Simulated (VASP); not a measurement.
# C (I4/mmm) in VASP: further runs, part 2 of 2

VASP 6.6.1.

### 4 Single point, LDA (strain -0.015 along x and y, +0.000 along z)

The input, INCAR:

```
SYSTEM = C
PREC = Accurate ; ENCUT = 520
EDIFF = 1E-7 ; ISMEAR = 0
SIGMA = 0.05 ; LREAL = .False.
LASPH = .True. ; NELM = 60
ALGO = Normal ; ISIF = 2
LWAVE = .False. ; LCHARG = .False.
NBANDS = 26
```

The input, KPOINTS:

```
Automatic mesh
0
Gamma
  8 8 8
  0 0 0
```

The input, POSCAR:

```
C
1.0
   -2.3742423240      2.3742423240      2.4103982985
    2.3742423240     -2.3742423240      2.4103982985
    2.3742423240      2.3742423240     -2.4103982985
C
8
Direct
    0.3254710859      0.0000000000      0.0000000000
    0.6745289141      0.6745289141      0.6745289141
    0.0000000000      0.3254710859      0.0000000000
    0.0000000000      0.0000000000      0.3254710859
    0.0000000000      0.6745289141      0.0000000000
    0.3254710859      0.3254710859      0.3254710859
    0.6745289141      0.0000000000      0.0000000000
    0.0000000000      0.0000000000      0.6745289141
```

Potentials or basis: VASP PAW LDA potentials, release 64 (C).

Launch:

```console
cat potpaw_LDA.64/C/POTCAR > POTCAR
mpirun -np 1 vasp_std > vasp.out
```

OUTCAR:

```text
SYSTEM = C
   PREC = Accurate
   ENCUT = 520
   EDIFF = 1E-7
   ISMEAR = 0
   LREAL = .False.
   LASPH = .True.
   NELM = 60
   ISIF = 2

 ion  position               nearest neighbor table
   1  0.325  0.000  0.000-   7 1.44   6 1.55   8 1.55   5 1.57
   2  0.675  0.675  0.675-   6 1.44   5 1.55   7 1.55   8 1.57
   3  0.000  0.325  0.000-   5 1.44   6 1.55   8 1.55   7 1.57
   4  0.000  0.000  0.325-   8 1.44   7 1.55   5 1.55   6 1.57
   5  0.000  0.675  0.000-   3 1.44   2 1.55   4 1.55   1 1.57
   6  0.325  0.325  0.325-   2 1.44   1 1.55   3 1.55   4 1.57
   7  0.675  0.000  0.000-   1 1.44   2 1.55   4 1.55   3 1.57
   8  0.000  0.000  0.675-   4 1.44   3 1.55   1 1.55   2 1.57

  LATTYP: Found a body centered tetragonal cell.
 ALAT       =     4.7484846480
 C/A-ratio  =     1.0152284264

  Lattice vectors:

 A1 = (  -2.3742423240,   2.3742423240,   2.4103982985)
 A2 = (   2.3742423240,  -2.3742423240,   2.4103982985)
 A3 = (   2.3742423240,   2.3742423240,  -2.4103982985)

Analysis of symmetry for initial positions (statically):
=====================================================================
 Subroutine PRICEL returns:
 Original cell was already a primitive cell.

 Routine SETGRP: Setting up the symmetry group for a
 body centered tetragonal supercell.

 Subroutine GETGRP returns: Found 16 space group operations
 (whereof 16 operations were pure point group operations)
 out of a pool of 16 trial point group operations.

The static configuration has the point symmetry D_4h.

Analysis of symmetry for dynamics (positions and initial velocities):
=====================================================================
 Subroutine PRICEL returns:
 Original cell was already a primitive cell.

 Routine SETGRP: Setting up the symmetry group for a
 body centered tetragonal supercell.

 Subroutine GETGRP returns: Found 16 space group operations
[... 132 lines left out ...]
   IALGO  =     38    algorithm
   IMIX   =      4    mixing-type and parameters
     AMIX     =   0.40;   BMIX     =  1.00
     AMIX_MAG =   1.60;   BMIX_MAG =  1.00
  volume/ion in A,a.u.               =       6.79        45.85
  Fermi-wavevector in a.u.,A,eV,Ry     =   1.372119  2.592929 25.615842  1.882711
  Thomas-Fermi vector in A             =   2.497755
   LORBIT       =      0    0 simple, 1 ext, 2 COOP (PROOUT), +10 PAW based schemes
   GGA     = CA    functional components
   LHFCALC =     F    Hartree Fock is set to
   AEXX    =    0.0000 exact exchange contribution
   IVDW    =     0    specifies the selected vdW correction
   LEPSILON=     F    determine dielectric tensor
   LRPA    =     F    only Hartree local field effects (RPA)
 non-spin polarized calculation
 Gauss-broadening in eV      SIGMA  =   0.05
  energy-cutoff  :      520.00
  volume of cell :       54.35
 maximum number of plane-waves:      1481
   NGX = 15   NGY = 15   NGZ = 15

 number of electron      32.0000007 magnetization

 Free energy of the ion-electron system (eV)
  ---------------------------------------------------
  ext. energy  EPLUGINS =         0.00000000
  ---------------------------------------------------
  free energy    TOTEN  =       -75.19178113 eV

  energy without entropy =      -75.19178113  energy(sigma->0) =      -75.19178113

 E-fermi :   7.5150     XC(G=0): -12.1506

 val. band max:        7.3044585142   @ k =   0.5000   0.5000   0.5000
 cond. band min:      10.2481254911   @ k =  -0.1250  -0.1250   0.1250
 fundamental gap:      2.9436669769
 Fermi energy:         7.5149777179

 k-point     1 :       0.0000    0.0000    0.0000
  band No.  band energies     occupation
      1     -14.1590      2.00000
      2      -5.9774      2.00000
      3      -5.6783      2.00000
      4      -5.6783      2.00000
      5      -4.7898      2.00000
      6      -4.6968      2.00000
[... 685 lines left out ...]
     25      19.5187      0.00000
     26      19.5727      0.00000

 [... further k-points ...]
[... 5 lines left out ...]
  --------------------------------------------------------------------------------------
  -------------------------------------------------------------------------------------
  Total        5.2206074      5.2206074      1.9495647      0.0000000      0.0000000      0.0000000
  in kB      153.8979121    153.8979121     57.4710773      0.0000000      0.0000000      0.0000000
  external PRESSURE =     121.7556338 kB  Pullay stress =       0.0000000 kB

 VOLUME and BASIS-vectors are now :
 -----------------------------------------------------------------------------
  energy-cutoff  :      520.00
  volume of cell :       54.35
      direct lattice vectors                 reciprocal lattice vectors
    -2.374242324  2.374242324  2.410398299     0.000000000  0.210593500  0.207434597
     2.374242324 -2.374242324  2.410398299     0.210593500  0.000000000  0.207434597
     2.374242324  2.374242324 -2.410398299     0.210593500  0.210593500  0.000000000

 POSITION                                       TOTAL-FORCE (eV/Angst)
 -----------------------------------------------------------------------------------
     -0.77275      0.77275      0.78451        -0.269886      0.269886     -0.143214
      1.60150      1.60150      1.62588        -0.269886     -0.269886      0.143214
      0.77275     -0.77275      0.78451         0.269886     -0.269886     -0.143214
      0.77275      0.77275     -0.78451         0.269886      0.269886      0.143214
      1.60150     -1.60150      1.62588        -0.269886      0.269886      0.143214
      0.77275      0.77275      0.78451         0.269886      0.269886     -0.143214
     -1.60150      1.60150      1.62588         0.269886     -0.269886      0.143214
      1.60150      1.60150     -1.62588        -0.269886     -0.269886     -0.143214
 -----------------------------------------------------------------------------------
    total drift:                                0.000000      0.000000     -0.000000

  FREE ENERGIE OF THE ION-ELECTRON SYSTEM (eV)
  ---------------------------------------------------
  free  energy   TOTEN  =       -75.1917811254 eV

  energy  without entropy=      -75.1917811254  energy(sigma->0) =      -75.19178113
```

stdout:

```text
POSCAR found type information on POSCAR C
 POSCAR found :  1 types and       8 ions
 scaLAPACK will be used
 LDA part: xc-table for (Slater(with rela. corr.)+CA(PZ))
 , standard interpolation
 POSCAR, INCAR and KPOINTS ok, starting setup
 FFT: planning ... GRIDC
 FFT: planning ... GRID_SOFT
 FFT: planning ... GRID
 WAVECAR not read
 entering main loop
```

Wall time 62 s (1 thread of Intel Xeon 6975P-C (Granite Rapids), shared host); peak memory 0.17 GiB.

Results:

```
Free energy            : -75.1918 eV
Pressure               : 12.2 GPa
Largest force          : 0.408 eV/Å
Band gap on the k mesh : 2.94 eV, indirect (least direct gap 3.77 eV)
```

Forces on the atoms (eV/Å):
```
C   -0.270  0.270 -0.143
C   -0.270 -0.270  0.143
C    0.270 -0.270 -0.143
C    0.270  0.270  0.143
C   -0.270  0.270  0.143
C    0.270  0.270 -0.143
C    0.270 -0.270  0.143
C   -0.270 -0.270 -0.143
```

Caveat: the cell differs from its parent crystal (strain -0.015 along x and y, +0.000 along z). A k mesh can miss the band edges.

### 5 Single point, LDA (strain +0.000 along x and y, -0.015 along z)

The input, INCAR:

```
PREC = Accurate
ENCUT = 520
EDIFF = 1E-7
ISMEAR = 0
SIGMA = 0.05
LREAL = False
LASPH = True
NELM = 100
ALGO = Normal
ISIF = 2
LWAVE = False
LCHARG = False
GGA = CA
NBANDS = 26
```

The input, KPOINTS:

```
regular mesh
0
Gamma
  8 8 8
```

POSCAR, as its differences from that of step 4:

```diff
@@ -2,5 +2,5 @@
 1.0
-   -2.3742423240      2.3742423240      2.4103982985
-    2.3742423240     -2.3742423240      2.4103982985
-    2.3742423240      2.3742423240     -2.4103982985
+   -2.4103982985      2.4103982985      2.3742423240
+    2.4103982985     -2.4103982985      2.3742423240
+    2.4103982985      2.4103982985     -2.3742423240
 C
```

Launch:

```console
cat potpaw_LDA.64/C/POTCAR > POTCAR
mpirun -np 1 vasp_std > vasp.out
```

Wall time 56 s (1 thread of Intel Xeon 6975P-C (Granite Rapids), shared host); peak memory 0.17 GiB.

Results (log left out):

```
Free energy            : -75.2408 eV
Pressure               : 6.5 GPa
Largest force          : 0.366 eV/Å
Band gap on the k mesh : 2.91 eV, indirect (least direct gap 3.69 eV)
```

Forces in eV/Å, atoms in the order of the input:
```
C    0.054 -0.054  0.358
C    0.054  0.054 -0.358
C   -0.054  0.054  0.358
C   -0.054 -0.054 -0.358
C    0.054 -0.054 -0.358
C   -0.054 -0.054  0.358
C   -0.054  0.054 -0.358
C    0.054  0.054  0.358
```

Stress tensor (GPa, compression positive):
```
 3.32  0.00  0.00
 0.00  3.32  0.00
 0.00  0.00 12.90
```

Levels at points of the mesh, in eV from the valence-band top:
| k point | band 14 | band 15 | band 16 | band 17 | band 18 | band 19 |
| --- | --- | --- | --- | --- | --- | --- |
| (0.00, 0.00, 0.00) | -0.60 | -0.39 | -0.39 | 3.80 | 3.80 | 4.44 |
| (0.50, 0.00, 0.00) | -3.25 | -2.48 | -2.35 | 3.80 | 5.26 | 5.78 |
| (0.50, 0.50, 0.00) | -3.16 | -2.65 | -2.27 | 3.71 | 5.62 | 5.81 |
| (0.50, 0.50, 0.50) | -0.20 | -0.20 | 0.00 | 3.69 | 5.58 | 5.92 |

Caveat: the cell differs from its parent crystal (strain +0.000 along x and y, -0.015 along z). A k mesh can miss the band edges.

### 6 Overview

```csv
cell,gap on the mesh (eV),pressure (GPa),largest force (eV/Å)
"a = 4.092 Å, angles 109.1, 109.1, 110.3°, 8 atoms",3.00,24.5,0.57
"a = 4.134 Å, angles 108.7, 108.7, 111.1°, 8 atoms",2.74,12.5,0.78
"a = 4.133 Å, angles 109.9, 109.9, 108.7°, 8 atoms",2.94,12.2,0.41
"a = 4.154 Å, angles 109.1, 109.1, 110.3°, 8 atoms",2.91,6.5,0.37
```

Alike in all rows: task single point; level LDA; potentials or basis VASP PAW LDA potentials, release 64 (C); no spin polarisation; k mesh 8 × 8 × 8; cutoff (eV) 520; smearing gaussian 0.05 eV.

Total energies depend on the potentials used, so only differences within one code and one set of settings carry meaning.
